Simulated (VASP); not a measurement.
A run of VASP 6.6.1 is set up as follows.

Contents of INCAR:

```
SYSTEM = MgO
PREC     = Accurate       ! precision mode
ENCUT    = 520            ! plane-wave cutoff, eV
EDIFF    = 1E-6           ! SCF threshold, eV
ISMEAR   = 0              ! smearing method
SIGMA    = 0.01           ! smearing width, eV
LREAL    = .False.        ! projectors in reciprocal space
LASPH    = .True.         ! aspherical terms in the spheres
NELM     = 60             ! most SCF steps
ALGO     = Normal         ! electronic algorithm
ISIF     = 2              ! what is computed and relaxed
LWAVE    = .False.        ! write WAVECAR
LCHARG   = .False.        ! write CHGCAR
GGA      = PS             ! functional
NBANDS   = 16             ! bands
```

Contents of KPOINTS:

```
Automatic mesh
0
Gamma
  6 6 6
  0 0 0
```

File POSCAR:

```
MgO
1.0
    3.5151923480      0.0000000000      0.0000000000
   -1.7575961740      3.0442459581      0.0000000000
    0.0000000000      0.0000000000      4.2125718304
Mg O
2 2
Direct
    0.6666666667      0.3333333333      0.7500000000
    0.3333333333      0.6666666667      0.2500000000
    0.6666666667      0.3333333333      0.2500000000
    0.3333333333      0.6666666667      0.7500000000
```

Potentials or basis: VASP PAW PBE potentials, release 64 (Mg, O).

Command:

```sh
$ cat potpaw_PBE.64/Mg/POTCAR potpaw_PBE.64/O/POTCAR > POTCAR
$ mpirun -np 1 vasp_std > vasp.out
```

**Question.** Estimate the pressure.

**Answer.** -2.4 GPa.

**Question.** What does it give for the band gap on the k mesh?

**Answer.** 3.19 eV, direct.

Caveat: the PAW data sets were made with another functional, which shifts forces and pressure a little. As with any semilocal functional, this PBEsol gap is likely too small.
